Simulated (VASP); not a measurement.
The system is ZnO (zincite).

```
CELL_PARAMETERS angstrom
3.24931 0.00000 0.00000
-1.62465 2.81398 0.00000
0.00000 0.00000 5.20571
ATOMIC_POSITIONS crystal
Zn 0.66667 0.33333 0.00000
Zn 0.33333 0.66667 0.50000
O 0.33333 0.66667 0.87901
O 0.66667 0.33333 0.37901
```

Base run:

```yaml
Program: VASP 6.6.1
Functional: r2SCAN
Potentials_or_basis: VASP PAW PBE potentials, release 64 (Zn, O)
Cutoff: 520 eV
k_mesh: 9 × 9 × 5
Occupations: fermi-dirac, width 0.05 eV
Spin: no spin polarisation
```

Its results: band gap on the k mesh 1.23 eV, direct; pressure -0.1 GPa; largest force 0.086 eV/Å.

**Question.** The run is repeated on the same cell with these changes: functional from r2SCAN to BLYP. What comes out?

**Answer.** Band gap on the k mesh 0.96 eV, direct; pressure 10.4 GPa; largest force 0.074 eV/Å.

r2SCAN gives the wider gap, since meta-GGAs in the generalised Kohn-Sham scheme recover part of the derivative discontinuity.

Caveats: the PAW data sets were made with another functional, which shifts forces and pressure a little.

